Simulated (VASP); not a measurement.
Cl: single point with PBE

The system is Cl.

```
CELL_PARAMETERS angstrom
3.14500 -2.25000 0.00000
3.14500 2.25000 0.00000
0.00000 0.00000 8.21000
ATOMIC_POSITIONS crystal
Cl 0.87000 0.13000 0.10000
Cl 0.63000 0.37000 0.60000
Cl 0.13000 0.87000 0.90000
Cl 0.37000 0.63000 0.40000
```

```json
{
 "Program": "VASP 6.6.1",
 "Task": "single point",
 "Functional": "PBE",
 "Potentials or basis": "VASP PAW PBE potentials, release 64 (Cl)",
 "Cutoff": "520 eV",
 "k mesh": "6 × 6 × 4",
 "Occupations": "gaussian, width 0.01 eV",
 "Spin": "no spin polarisation",
 "Dipole correction": "no",
 "Further INCAR settings": "ALGO = Normal; EDIFF = 1e-06; NBANDS = 22"
}
```

- Pressure: 0.3 GPa
- Largest force: 0.175 eV/Å
- Band gap on the k mesh: 2.54 eV (least direct gap 2.59 eV)

Forces in eV/Å, atoms in the order of the input:
```
Cl   0.000 -0.160 -0.070
Cl   0.000  0.160 -0.070
Cl   0.000  0.160  0.070
Cl   0.000 -0.160  0.070
```

Stress tensor (GPa, compression positive):
```
 1.20  0.00  0.00
 0.00  0.08  0.00
 0.00  0.00 -0.42
```

Levels at points of the mesh, in eV from the valence-band top:
| k point | band 10 | band 11 | band 12 | band 13 | band 14 | band 15 | band 16 | band 17 | band 18 | band 19 |
| --- | --- | --- | --- | --- | --- | --- | --- | --- | --- | --- |
| (0.00, 0.00, 0.00) | -2.14 | -0.70 | -0.40 | -0.15 | -0.06 | 2.54 | 3.10 | 6.94 | 7.60 | 8.88 |
| (0.50, 0.00, 0.00) | -2.44 | -0.50 | -0.50 | -0.15 | -0.15 | 2.92 | 2.92 | 8.39 | 8.39 | 9.99 |
| (0.50, 0.50, 0.00) | -2.81 | -0.96 | -0.89 | -0.36 | 0.00 | 2.62 | 2.80 | 8.69 | 8.79 | 8.80 |
| (0.00, 0.00, 0.50) | -2.15 | -0.64 | -0.64 | -0.10 | -0.10 | 2.74 | 2.74 | 7.51 | 7.51 | 9.70 |
| (0.50, 0.00, 0.50) | -2.45 | -0.43 | -0.43 | 0.00 | 0.00 | 2.82 | 2.82 | 8.60 | 8.60 | 9.93 |
| (0.50, 0.50, 0.50) | -2.75 | -0.70 | -0.70 | -0.46 | -0.46 | 2.64 | 2.64 | 9.03 | 9.03 | 9.96 |

Run time: 120 s on 1 thread of Intel Xeon 8259CL, with other jobs on the host, peak memory 0.25 GiB.

Caveat: this functional lacks dispersion, which holds the molecules together, so the pressure and a relaxed volume are unreliable. Expect the measured gap to be larger: semilocal functionals such as PBE lack the derivative discontinuity.
